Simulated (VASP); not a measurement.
# TaF3 (Pm-3m) in VASP: further runs, part 2 of 2

VASP 6.6.1. Earlier steps stand in the parts before.

**3. Single point, r2SCAN+rVV10, collinear spin (17.85 Å³/atom)**

This run uses another cell than the first one, of 17.85 Å³/atom.

POSCAR reads:

```
TaF3
1.0
    4.1489061187      0.0000000000      0.0000000000
    0.0000000000      4.1489061187      0.0000000000
    0.0000000000      0.0000000000      4.1489061187
Ta F
1 3
Direct
    0.0000000000      0.0000000000      0.0000000000
    0.5000000000      0.0000000000      0.0000000000
    0.0000000000      0.5000000000      0.0000000000
    0.0000000000      0.0000000000      0.5000000000
```

INCAR.step1 reads:

```
SYSTEM = TaF3
PREC     = Accurate       ! precision mode
ENCUT    = 660            ! plane-wave cutoff, eV
ISMEAR   = 0              ! smearing method
SIGMA    = 0.05           ! smearing width, eV
LREAL    = .FALSE.        ! projectors in reciprocal space
LASPH    = .TRUE.         ! aspherical terms in the spheres
NELM     = 200            ! most SCF steps
ISPIN    = 2              ! spin polarisation
MAGMOM   = 0.98 0 0 0     ! initial moments
LMAXMIX  = 4              ! l up to which the mixer works
NBANDS   = 28             ! bands
GGA      = PE             ! functional
ALGO     = Normal         ! electronic algorithm
EDIFF    = 1E-5           ! SCF threshold, eV
LWAVE    = .TRUE.         ! write WAVECAR
LCHARG   = .FALSE.        ! write CHGCAR
GGA_COMPAT= .FALSE.
```

INCAR.step2 reads:

```
SYSTEM = TaF3
PREC     = Accurate       ! precision mode
ENCUT    = 660            ! plane-wave cutoff, eV
EDIFF    = 1E-6           ! SCF threshold, eV
ISMEAR   = 0              ! smearing method
SIGMA    = 0.05           ! smearing width, eV
LREAL    = .FALSE.        ! projectors in reciprocal space
LASPH    = .TRUE.         ! aspherical terms in the spheres
NELM     = 200            ! most SCF steps
ALGO     = Normal         ! electronic algorithm
ISIF     = 2              ! what is computed and relaxed
LWAVE    = .FALSE.        ! write WAVECAR
LCHARG   = .FALSE.        ! write CHGCAR
ISPIN    = 2              ! spin polarisation
MAGMOM   = 0.98 0 0 0     ! initial moments
LORBIT   = 11             ! projections on sites
LMAXMIX  = 4              ! l up to which the mixer works
METAGGA  = R2SCAN         ! meta-GGA
LMIXTAU  = .TRUE.       
LUSE_VDW = .TRUE.       
IVDW_NL  = 2            
BPARAM   = 11.95        
CPARAM   = 0.0093       
NBANDS   = 28             ! bands
ISTART   = 1            
GGA_COMPAT= .FALSE.
```

KPOINTS reads:

```
Automatic mesh
0
G
  6 6 6
  0 0 0
```

Potentials or basis: VASP PAW PBE potentials, release 64 (Ta_pv, F).

Command:

```console
cat potpaw_PBE.64/Ta_pv/POTCAR potpaw_PBE.64/F/POTCAR > POTCAR
cp INCAR.step1 INCAR
mpirun -np 1 vasp_std > vasp.out
cp INCAR.step2 INCAR
mpirun -np 1 vasp_std > vasp.out
```

OUTCAR:

```text
SYSTEM = TaF3
   PREC = Accurate
   ENCUT = 660
   EDIFF = 1E-6
   ISMEAR = 0
   LREAL = .FALSE.
   LASPH = .TRUE.
   NELM = 200
   ISIF = 2
   ISPIN = 2
   LORBIT = 11
   METAGGA = R2SCAN
   IVDW_NL = 2
   BPARAM = 11.95
   ISTART = 1

 ion  position               nearest neighbor table
   1  0.000  0.000  0.000-   2 2.07   3 2.07   4 2.07   4 2.07   3 2.07   2 2.07
   2  0.500  0.000  0.000-   1 2.07   1 2.07
   3  0.000  0.500  0.000-   1 2.07   1 2.07
   4  0.000  0.000  0.500-   1 2.07   1 2.07

  LATTYP: Found a simple cubic cell.
 ALAT       =     4.1489061187

  Lattice vectors:

 A1 = (   4.1489061187,   0.0000000000,   0.0000000000)
 A2 = (   0.0000000000,   4.1489061187,   0.0000000000)
 A3 = (   0.0000000000,   0.0000000000,   4.1489061187)

Analysis of symmetry for initial positions (statically):
=====================================================================
 Subroutine PRICEL returns:
 Original cell was already a primitive cell.

 Routine SETGRP: Setting up the symmetry group for a
 simple cubic supercell.

 Subroutine GETGRP returns: Found 48 space group operations
 (whereof 48 operations were pure point group operations)
 out of a pool of 48 trial point group operations.

The static configuration has the point symmetry O_h .

Analysis of symmetry for dynamics (positions and initial velocities):
=====================================================================
 Subroutine PRICEL returns:
 Original cell was already a primitive cell.

 Routine SETGRP: Setting up the symmetry group for a
 simple cubic supercell.

 Subroutine GETGRP returns: Found 48 space group operations
 (whereof 48 operations were pure point group operations)
 out of a pool of 48 trial point group operations.

The dynamic configuration has the point symmetry O_h .

Analysis of structural, dynamic, and magnetic symmetry:
=====================================================================
 Subroutine PRICEL returns:
 Original cell was already a primitive cell.
[... 157 lines left out ...]

 E-fermi :   2.5486     XC(G=0):  -8.7250

 val. band max:        2.3772048321   @ k =   0.5000   0.5000   0.0000
 cond. band min:       2.5488975412   @ k =   0.5000   0.1667   0.1667
 fundamental gap:      0.1716927091
 Fermi energy:         2.5485925599

 spin component 1

 k-point     1 :       0.0000    0.0000    0.0000
  band No.  band energies     occupation
      1     -35.7581      1.00000
      2     -35.7581      1.00000
      3     -35.7580      1.00000
      4     -26.0419      1.00000
      5     -25.7737      1.00000
      6     -25.7737      1.00000
[... 609 lines left out ...]
     27      11.0183      0.00000
     28      11.0183      0.00000
 Fermi energy:         2.5485925599

 spin component 2

 k-point     1 :       0.0000    0.0000    0.0000
  band No.  band energies     occupation
      1     -34.4765      1.00000
      2     -34.4765      1.00000
      3     -34.4765      1.00000
      4     -25.9745      1.00000
      5     -25.7206      1.00000
      6     -25.7206      1.00000
[... 609 lines left out ...]
     27      11.4547      0.00000
     28      11.9704      0.00000

------------------------ aborting loop because EDIFF is reached ----------------------------------------

  FORCE on cell =-STRESS in cart. coord.  units (eV):
  Direction    XX          YY          ZZ          XY          YZ          ZX
  --------------------------------------------------------------------------------------
  -------------------------------------------------------------------------------------
  Total       -0.8305641     -0.8305641     -0.8305641     -0.0000000     -0.0000000      0.0000000
  in kB      -18.6330058    -18.6330058    -18.6330058     -0.0000000     -0.0000000      0.0000000
  external PRESSURE =     -18.6330058 kB  Pullay stress =       0.0000000 kB

 VOLUME and BASIS-vectors are now :
 -----------------------------------------------------------------------------
  energy-cutoff  :      660.00
  volume of cell :       71.42
      direct lattice vectors                 reciprocal lattice vectors
     4.148906119  0.000000000  0.000000000     0.241027387  0.000000000  0.000000000
     0.000000000  4.148906119  0.000000000     0.000000000  0.241027387  0.000000000
     0.000000000  0.000000000  4.148906119     0.000000000  0.000000000  0.241027387

 POSITION                                       TOTAL-FORCE (eV/Angst)
 -----------------------------------------------------------------------------------
      0.00000      0.00000      0.00000         0.000000      0.000000      0.000000
      2.07445      0.00000      0.00000         0.000000      0.000000      0.000000
      0.00000      2.07445      0.00000         0.000000      0.000000      0.000000
      0.00000      0.00000      2.07445         0.000000      0.000000      0.000000
 -----------------------------------------------------------------------------------
    total drift:                                0.000000      0.000000     -0.000000

  FREE ENERGIE OF THE ION-ELECTRON SYSTEM (eV)
  ---------------------------------------------------
  free  energy   TOTEN  =       -67.4935050172 eV

  energy  without entropy=      -67.4903418246  energy(sigma->0) =      -67.49192342

 total charge

# of ion       s       p       d       tot
------------------------------------------
    1        0.194   6.132   2.340   8.666
    2        1.730   4.412   0.000   6.142
    3        1.730   4.412   0.000   6.142
    4        1.730   4.412   0.000   6.142
--------------------------------------------------
tot          5.385  19.369   2.340  27.093

 magnetization (x)

# of ion       s       p       d       tot
------------------------------------------
    1        0.005   0.005   1.560   1.569
    2        0.001   0.020   0.000   0.020
    3        0.001   0.020   0.000   0.020
    4        0.001   0.020   0.000   0.020
--------------------------------------------------
tot          0.007   0.064   1.560   1.630
```

OUTCAR.step1:

```text
SYSTEM = TaF3
   PREC = Accurate
   ENCUT = 660
   ISMEAR = 0
   LREAL = .FALSE.
   LASPH = .TRUE.
   NELM = 200
[... 1481 lines left out ...]
      2.07445      0.00000      0.00000         0.000000      0.000000      0.000000
      0.00000      2.07445      0.00000         0.000000      0.000000      0.000000
      0.00000      0.00000      2.07445         0.000000      0.000000      0.000000
 -----------------------------------------------------------------------------------
    total drift:                                0.000000      0.000000     -0.000000

  FREE ENERGIE OF THE ION-ELECTRON SYSTEM (eV)
  ---------------------------------------------------
  free  energy   TOTEN  =       -26.9941816630 eV

  energy  without entropy=      -26.9911524374  energy(sigma->0) =      -26.99266705
```

OSZICAR.step1:

```text
N       E                     dE             d eps       ncg     rms          rms(c)
DAV:   1     0.287567499552E+03    0.28757E+03   -0.19331E+04  2240   0.129E+03
DAV:   2    -0.133595294601E+02   -0.30093E+03   -0.28843E+03  2744   0.352E+02
DAV:   3    -0.291714802494E+02   -0.15812E+02   -0.15650E+02  2588   0.775E+01
DAV:   4    -0.293076878073E+02   -0.13621E+00   -0.13613E+00  2484   0.793E+00
DAV:   5    -0.293090385621E+02   -0.13508E-02   -0.13507E-02  2616   0.785E-01    0.209E+01
DAV:   6    -0.268513433490E+02    0.24577E+01   -0.75330E+00  2420   0.220E+01    0.100E+01
DAV:   7    -0.268904891329E+02   -0.39146E-01   -0.30040E-01  2304   0.406E+00    0.684E+00
DAV:   8    -0.268395442597E+02    0.50945E-01   -0.32974E-01  2304   0.385E+00    0.262E+00
DAV:   9    -0.269802831698E+02   -0.14074E+00   -0.56007E-02  2296   0.151E+00    0.766E-01
DAV:  10    -0.269937126920E+02   -0.13430E-01   -0.99425E-03  2336   0.646E-01    0.162E-01
DAV:  11    -0.269939562387E+02   -0.24355E-03   -0.66775E-04  2456   0.176E-01    0.916E-02
DAV:  12    -0.269941898757E+02   -0.23364E-03   -0.18239E-04  2344   0.833E-02    0.434E-02
DAV:  13    -0.269941816630E+02    0.82127E-05   -0.90391E-05  2348   0.594E-02
   1 F= -.26994182E+02 E0= -.26992667E+02  d E =-.302923E-02  mag=     2.0036
```

Run time: 9 min. Hardware: 1 thread of Intel Xeon 8259CL, shared host; peak memory 0.49 GiB.

What came out:

* Free energy: -67.4935 eV
* Pressure: -1.9 GPa
* Band gap on the k mesh: zero (filled and empty bands overlap)
* Net moment: 2.00 μB per cell
* Site moments: Ta +1.57; F +0.02 μB
* Valence electrons inside the program's atomic spheres: Ta 8.67; F 6.14

Levels at points of the mesh, in eV from the Fermi level:
Spin up:
| k point | band 14 | band 15 | band 16 | band 17 | band 18 | band 19 | band 20 | band 21 |
| --- | --- | --- | --- | --- | --- | --- | --- | --- |
| (0.00, 0.00, 0.00) | -7.93 | -7.93 | -1.43 | -1.43 | -1.43 | 0.18 | 2.14 | 2.14 |
| (0.50, 0.00, 0.00) | -7.95 | -7.95 | -1.38 | -0.22 | -0.22 | 2.07 | 2.22 | 3.13 |
| (0.50, 0.50, 0.00) | -8.23 | -7.43 | -0.17 | -0.17 | 0.70 | 2.56 | 5.15 | 5.59 |
| (0.50, 0.50, 0.50) | -7.42 | -7.42 | 0.79 | 0.79 | 0.79 | 4.64 | 6.14 | 6.14 |
Spin down:
```csv
k point,band 12,band 13,band 14,band 15,band 16,band 17,band 18,band 19
"(0.00, 0.00, 0.00)",-7.90,-7.82,-7.82,-7.82,0.79,0.90,0.90,0.90
"(0.50, 0.00, 0.00)",-8.33,-7.92,-7.86,-7.86,0.96,1.97,1.97,2.99
"(0.50, 0.50, 0.00)",-8.31,-8.11,-8.11,-7.32,2.05,2.05,2.70,3.47
"(0.50, 0.50, 0.50)",-9.31,-7.32,-7.32,-7.32,2.95,2.95,2.95,4.91
```

Caveat: the PAW data sets were made with another functional, which shifts forces and pressure a little; spin-orbit coupling is left out, which moves the levels of the heavy elements.
